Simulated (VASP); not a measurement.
# NiO (Fm-3m) in VASP: notebook

Aim: see how the results for NiO move with the level of theory and the settings. Levels: LDA, revPBE+D3(BJ). Tasks: single point.

Program: VASP 6.6.1. These are calculated values, not measurements. Logs are shortened: lines on timing, memory, paths and dates and some standing lists are left out, and cuts for length are marked.

## Step 1: The cell of the first run

Symmetry: Fm-3m, No. 225, cubic system. Conventional cell: a = 4.144 Å, b = 4.144 Å, c = 4.144 Å, α = 90.00°, β = 90.00°, γ = 90.00°. Within 2.7 Å of Ni (site symmetry m-3m) lie 6 O at 2.07 Å. Within 2.7 Å of O (site symmetry m-3m) lie 6 Ni at 2.07 Å.

## Step 2: Single point, LDA, collinear spin, ferromagnetic start (volume scaled by 0.98)

Input file INCAR:

```
  PREC = Accurate
  ENCUT = 520
  EDIFF = 1E-6
  ISMEAR = -1
  SIGMA = 0.05
  LREAL = False
  LASPH = True
  NELM = 150
  ALGO = Normal
  ISIF = 2
  LWAVE = False
  LCHARG = False
  ISPIN = 2
  MAGMOM = 1 0
  LORBIT = 11
  LMAXMIX = 4
  NBANDS = 19
```

Input file KPOINTS:

```
regular mesh
0
Gamma
  11 11 11
```

Input file POSCAR:

```
NiO
1.0
    0.0000000000      2.0719018797      2.0719018797
    2.0719018797      0.0000000000      2.0719018797
    2.0719018797      2.0719018797      0.0000000000
Ni O
1 1
Direct
    0.0000000000      0.0000000000      0.0000000000
    0.5000000000      0.5000000000      0.5000000000
```

Potentials or basis: VASP PAW LDA potentials, release 64 (Ni, O).

Command:

```console
cat potpaw_LDA.64/Ni/POTCAR potpaw_LDA.64/O/POTCAR > POTCAR
mpirun -np 1 vasp_std > vasp.out
```

OUTCAR:

```text
PREC = Accurate
   ENCUT = 520
   EDIFF = 1E-6
   ISMEAR = -1
   LREAL = False
   LASPH = True
   NELM = 150
   ISIF = 2
   ISPIN = 2
   LORBIT = 11

 ion  position               nearest neighbor table
   1  0.000  0.000  0.000-   2 2.07   2 2.07   2 2.07   2 2.07   2 2.07   2 2.07
   2  0.500  0.500  0.500-   1 2.07   1 2.07   1 2.07   1 2.07   1 2.07   1 2.07

  LATTYP: Found a face centered cubic cell.
 ALAT       =     4.1438037594

  Lattice vectors:

 A1 = (   0.0000000000,   2.0719018797,   2.0719018797)
 A2 = (   2.0719018797,   0.0000000000,   2.0719018797)
 A3 = (   2.0719018797,   2.0719018797,   0.0000000000)

Analysis of symmetry for initial positions (statically):
=====================================================================
 Subroutine PRICEL returns:
 Original cell was already a primitive cell.

 Routine SETGRP: Setting up the symmetry group for a
 face centered cubic supercell.

 Subroutine GETGRP returns: Found 48 space group operations
 (whereof 48 operations were pure point group operations)
 out of a pool of 48 trial point group operations.

The static configuration has the point symmetry O_h .

Analysis of symmetry for dynamics (positions and initial velocities):
=====================================================================
 Subroutine PRICEL returns:
 Original cell was already a primitive cell.

 Routine SETGRP: Setting up the symmetry group for a
 face centered cubic supercell.

 Subroutine GETGRP returns: Found 48 space group operations
 (whereof 48 operations were pure point group operations)
 out of a pool of 48 trial point group operations.

The dynamic configuration has the point symmetry O_h .

Analysis of structural, dynamic, and magnetic symmetry:
=====================================================================
 Subroutine PRICEL returns:
 Original cell was already a primitive cell.

 Routine SETGRP: Setting up the symmetry group for a
 face centered cubic supercell.

 Subroutine GETGRP returns: Found 48 space group operations
 (whereof 48 operations were pure point group operations)
 out of a pool of 48 trial point group operations.

The overall configuration has the point symmetry O_h .

 Subroutine INISYM returns: Found 48 space group operations
 (whereof 48 operations are pure point group operations),
 and found     1 'primitive' translations

----------------------------------------------------------------------------------------

                                     Primitive cell

  volume of cell :      17.7884

  direct lattice vectors                    reciprocal lattice vectors
     0.000000000  2.071901880  2.071901880    -0.241324169  0.241324169  0.241324169
     2.071901880  0.000000000  2.071901880     0.241324169 -0.241324169  0.241324169
     2.071901880  2.071901880  0.000000000     0.241324169  0.241324169 -0.241324169

  length of vectors
     2.930111738  2.930111738  2.930111738     0.417985722  0.417985722  0.417985722

  position of ions in fractional coordinates (direct lattice)
     0.000000000  0.000000000  0.000000000
     0.500000000  0.500000000  0.500000000

  ion indices of the primitive-cell ions
   primitive index   ion index
                 1           1
                 2           2

----------------------------------------------------------------------------------------

 KPOINTS: regular mesh

Automatic generation of k-mesh.
 Grid dimensions read from file:
 generate k-points for:   11   11   11

 Generating k-lattice:

  Cartesian coordinates                     Fractional coordinates (reciprocal lattice)
    -0.021938561  0.021938561  0.021938561     0.090909091  0.000000000  0.000000000
     0.021938561 -0.021938561  0.021938561     0.000000000  0.090909091  0.000000000
     0.021938561  0.021938561 -0.021938561     0.000000000  0.000000000  0.090909091

  Length of vectors
     0.037998702  0.037998702  0.037998702

  Shift w.r.t. Gamma in fractional coordinates (k-lattice)
     0.000000000  0.000000000  0.000000000

 Subroutine IBZKPT returns following result:
 ===========================================

 Found     56 irreducible k-points:

 Following reciprocal coordinates:
            Coordinates               Weight
  0.000000  0.000000  0.000000      1.000000
  0.090909  0.000000  0.000000      8.000000
  0.181818  0.000000  0.000000      8.000000
  0.272727  0.000000  0.000000      8.000000
  0.363636  0.000000  0.000000      8.000000
  0.454545  0.000000  0.000000      8.000000
[... 16 lines left out ...]
 -0.272727  0.181818  0.000000     24.000000
 -0.181818  0.181818  0.000000     12.000000
 [... further k-points ...]
   k-points           NKPTS =     56   k-points in BZ     NKDIM =     56   number of bands    NBANDS=     19
   number of dos      NEDOS =    301   number of ions     NIONS =      2
   total plane-waves  NPLWV =  13824
   dimension x,y,z NGX =    24 NGY =   24 NGZ =   24
   dimension x,y,z NGXF=    48 NGYF=   48 NGZF=   48
   ions per type =               1   1
   NGX,Y,Z   is equivalent  to a cutoff of  13.62, 13.62, 13.62 a.u.
   NGXF,Y,Z  is equivalent  to a cutoff of  27.23, 27.23, 27.23 a.u.
 SYSTEM =  unknown system
   PREC   = accura    normal or accurate (medium, high low for compatibility)
   ISTART =      0    job   : 0-new  1-cont  2-samecut
   ICHARG =      2    charge: 1-file 2-atom 10-const
   ISPIN  =      2    spin polarized calculation?
   LNONCOLLINEAR =      F non collinear calculations
   LSORBIT =      F    spin-orbit coupling
   LASPH  =      T    aspherical Exc in radial PAW
   ENCUT  =  520.0 eV  38.22 Ry    6.18 a.u.   5.45  5.45  5.45*2*pi/ulx,y,z
   NELM   =    150;   NELMIN=  2; NELMDL= -5     # of ELM steps
   EDIFF  = 0.1E-05   stopping-criterion for ELM
   LREAL  =      F    real-space projection
   EDIFFG = 0.1E-04   stopping-criterion for IOM
   NSW    =      0    number of steps for IOM
   IBRION =     -1    ionic relax: 0-MD 1-quasi-New 2-CG
   NFREE  =      0    steps in history (QN), initial steepest desc. (CG)
   ISIF   =      2    stress and relaxation
   ISYM   =      2    0-nonsym 1-usesym 2-fastsym
   POTIM  = 0.5000    time-step for ionic-motion
   TEBEG  =    0.0;   TEEND  =   0.0 temperature during run
   PSTRESS=    0.0 pullay stress
   NELECT =      16.0000    total number of electrons
   NUPDOWN=      -1.0000    fix difference up-down
   EMIN   =  10.00;   EMAX   =-10.00  energy-range for DOS
   EFERMI =   0.00;   METHOD = LEGACY
   ISMEAR =    -1;   SIGMA  =   0.05  broadening in eV -4-tet -1-fermi 0-gaus
   EFERMI_NEDOS =   21; number of points for ismear=-14 and -15
   IALGO  =     38    algorithm
   IMIX   =      4    mixing-type and parameters
     AMIX     =   0.40;   BMIX     =  1.00
     AMIX_MAG =   1.60;   BMIX_MAG =  1.00
  volume/ion in A,a.u.               =       8.89        60.02
  Fermi-wavevector in a.u.,A,eV,Ry     =   1.580286  2.986307 33.977874  2.497303
  Thomas-Fermi vector in A             =   2.680536
   LORBIT       =     11    0 simple, 1 ext, 2 COOP (PROOUT), +10 PAW based schemes
   GGA     = CA    functional components
   LHFCALC =     F    Hartree Fock is set to
   AEXX    =    0.0000 exact exchange contribution
   IVDW    =     0    specifies the selected vdW correction
   LEPSILON=     F    determine dielectric tensor
   LRPA    =     F    only Hartree local field effects (RPA)
 spin polarized calculation
  energy-cutoff  :      520.00
  volume of cell :       17.79
 maximum number of plane-waves:       531
 NGX is ok and might be reduce to    24
   NGX = 11   NGY = 11   NGZ = 11

 number of electron      15.9999991 magnetization       0.2499974

 Free energy of the ion-electron system (eV)
  ---------------------------------------------------
  ext. energy  EPLUGINS =         0.00000000
  ---------------------------------------------------
  free energy    TOTEN  =       -13.33528082 eV

  energy without entropy =      -13.32076597  energy(sigma->0) =      -13.32802340

 E-fermi :   7.8480     XC(G=0): -13.3100

 val. band max:        7.8368918773   @ k =   0.3636   0.2727   0.0000
 cond. band min:       7.8508392670   @ k =   0.2727   0.1818   0.0000
 fundamental gap:      0.0139473898
 Fermi energy:         7.8480336969

 spin component 1

 k-point     1 :       0.0000    0.0000    0.0000
  band No.  band energies     occupation
      1     -12.5310      1.00000
      2       4.6591      1.00000
      3       4.6591      1.00000
      4       4.6591      1.00000
      5       5.9030      1.00000
      6       5.9030      1.00000
[... 11 lines left out ...]
     18      34.2482      0.00000
     19      34.2482      0.00000

 k-point     2 :       0.0909    0.0000    0.0000
  band No.  band energies     occupation
      1     -12.4307      1.00000
      2       3.9419      1.00000
      3       4.2096      1.00000
      4       4.2096      1.00000
      5       5.9786      1.00000
      6       5.9786      1.00000
[... 11 lines left out ...]
     18      35.6462      0.00000
     19      35.6462      0.00000

 k-point     3 :       0.1818    0.0000    0.0000
  band No.  band energies     occupation
      1     -12.1504      1.00000
      2       2.5977      1.00000
      3       3.5037      1.00000
      4       3.5037      1.00000
      5       6.1523      1.00000
      6       6.1523      1.00000
[... 11 lines left out ...]
     18      38.0292      0.00000
     19      38.0292      0.00000

 k-point     4 :       0.2727    0.0000    0.0000
  band No.  band energies     occupation
      1     -11.7512      1.00000
      2       1.2334      1.00000
      3       2.8905      1.00000
      4       2.8905      1.00000
      5       6.3863      1.00000
      6       6.3863      1.00000
[... 407 lines left out ...]
     18      38.8337      0.00000
     19      39.6405      0.00000

 k-point    23 :      -0.2727    0.1818    0.0000
  band No.  band energies     occupation
      1     -11.3052      1.00000
      2       0.5185      1.00000
      3       2.3856      1.00000
      4       2.4307      1.00000
      5       6.4728      1.00000
      6       6.6161      1.00000
[... 11 lines left out ...]
     18      39.1797      0.00000
     19      40.4589      0.00000

 k-point    24 :      -0.1818    0.1818    0.0000
  band No.  band energies     occupation
      1     -11.6461      1.00000
      2       1.1770      1.00000
      3       2.6633      1.00000
      4       2.9781      1.00000
      5       6.2837      1.00000
      6       6.5295      1.00000
[... 11 lines left out ...]
     18      39.1989      0.00000
     19      40.3352      0.00000

 [... further k-points ...]

 spin component 2

 k-point     1 :       0.0000    0.0000    0.0000
  band No.  band energies     occupation
      1     -12.4790      1.00000
      2       4.7194      1.00000
      3       4.7194      1.00000
      4       4.7194      1.00000
      5       6.0431      1.00000
      6       6.0431      1.00000
[... 11 lines left out ...]
     18      34.3266      0.00000
     19      34.3267      0.00000

 k-point     2 :       0.0909    0.0000    0.0000
  band No.  band energies     occupation
      1     -12.3784      1.00000
      2       4.0053      1.00000
      3       4.3016      1.00000
      4       4.3016      1.00000
      5       6.1277      1.00000
      6       6.1277      1.00000
[... 11 lines left out ...]
     18      35.7230      0.00000
     19      35.7230      0.00000

 k-point     3 :       0.1818    0.0000    0.0000
  band No.  band energies     occupation
      1     -12.0973      1.00000
      2       2.6581      1.00000
      3       3.6129      1.00000
      4       3.6129      1.00000
      5       6.3069      1.00000
      6       6.3069      1.00000
[... 11 lines left out ...]
     18      38.1052      0.00000
     19      38.1052      0.00000

 k-point     4 :       0.2727    0.0000    0.0000
  band No.  band energies     occupation
      1     -11.6970      1.00000
      2       1.2898      1.00000
      3       3.0048      1.00000
      4       3.0048      1.00000
      5       6.5440      1.00000
      6       6.5440      1.00000
[... 407 lines left out ...]
     18      38.8816      0.00000
     19      39.7003      0.00000

 k-point    23 :      -0.2727    0.1818    0.0000
  band No.  band energies     occupation
      1     -11.2492      1.00000
      2       0.5802      1.00000
      3       2.5018      1.00000
      4       2.5053      1.00000
      5       6.6215      1.00000
      6       6.8175      1.00000
[... 11 lines left out ...]
     18      39.2359      0.00000
     19      40.5250      0.00000

 k-point    24 :      -0.1818    0.1818    0.0000
  band No.  band energies     occupation
      1     -11.5914      1.00000
      2       1.2440      1.00000
      3       2.7849      1.00000
      4       3.0451      1.00000
      5       6.4290      1.00000
      6       6.7578      1.00000
[... 11 lines left out ...]
     18      39.2525      0.00000
     19      40.3490      0.00000

 [... further k-points ...]
[... 5 lines left out ...]
  --------------------------------------------------------------------------------------
  -------------------------------------------------------------------------------------
  Total       -1.7732292     -1.7732292     -1.7732292      0.0000000      0.0000000     -0.0000000
  in kB     -159.7121330   -159.7121330   -159.7121330      0.0000000      0.0000000     -0.0000000
  external PRESSURE =    -159.7121330 kB  Pullay stress =       0.0000000 kB

 VOLUME and BASIS-vectors are now :
 -----------------------------------------------------------------------------
  energy-cutoff  :      520.00
  volume of cell :       17.79
      direct lattice vectors                 reciprocal lattice vectors
     0.000000000  2.071901880  2.071901880    -0.241324169  0.241324169  0.241324169
     2.071901880  0.000000000  2.071901880     0.241324169 -0.241324169  0.241324169
     2.071901880  2.071901880  0.000000000     0.241324169  0.241324169 -0.241324169

 POSITION                                       TOTAL-FORCE (eV/Angst)
 -----------------------------------------------------------------------------------
      0.00000      0.00000      0.00000         0.000000     -0.000000     -0.000000
      2.07190      2.07190      2.07190        -0.000000      0.000000      0.000000
 -----------------------------------------------------------------------------------
    total drift:                                0.000000     -0.000000     -0.000000

  FREE ENERGIE OF THE ION-ELECTRON SYSTEM (eV)
  ---------------------------------------------------
  free  energy   TOTEN  =       -13.3352808202 eV

  energy  without entropy=      -13.3207659700  energy(sigma->0) =      -13.32802340

 total charge

# of ion       s       p       d       tot
------------------------------------------
    1        0.339   0.413   8.372   9.124
    2        1.561   3.347   0.000   4.908
--------------------------------------------------
tot          1.900   3.760   8.372  14.032

 magnetization (x)

# of ion       s       p       d       tot
------------------------------------------
    1        0.003   0.003   0.205   0.211
    2        0.005   0.026   0.000   0.032
--------------------------------------------------
tot          0.008   0.030   0.205   0.243
```

Run time: 22 s. Hardware: 1 thread of Intel Xeon Platinum 8488C (Sapphire Rapids), shared host; peak memory 0.16 GiB.

What came out:

| Quantity | Value |
| --- | --- |
| Free energy | -13.3353 eV |
| Pressure | -16.0 GPa |
| Net moment | 0.25 μB per cell |
| Site moments | Ni +0.21; O +0.03 μB |
| Valence electrons inside the program's atomic spheres | Ni 9.12; O 4.91 |

Levels at points of the mesh, in eV from the Fermi level:
Spin up:
```tsv
k point	band 5	band 6	band 7	band 8	band 9	band 10	band 11	band 12
(0.00, 0.00, 0.00)	-1.95	-1.95	-1.95	-1.81	-1.81	1.82	17.84	19.19
```
Spin down:
```tsv
k point	band 6	band 7	band 8	band 9	band 10	band 11
(0.00, 0.00, 0.00)	-1.80	-1.80	-1.54	-1.54	1.87	17.84
```

Caveat: semilocal functionals often make such compounds metallic where correlation or magnetic order opens a gap, which also shifts bond lengths.

[end of part 1 of 2]
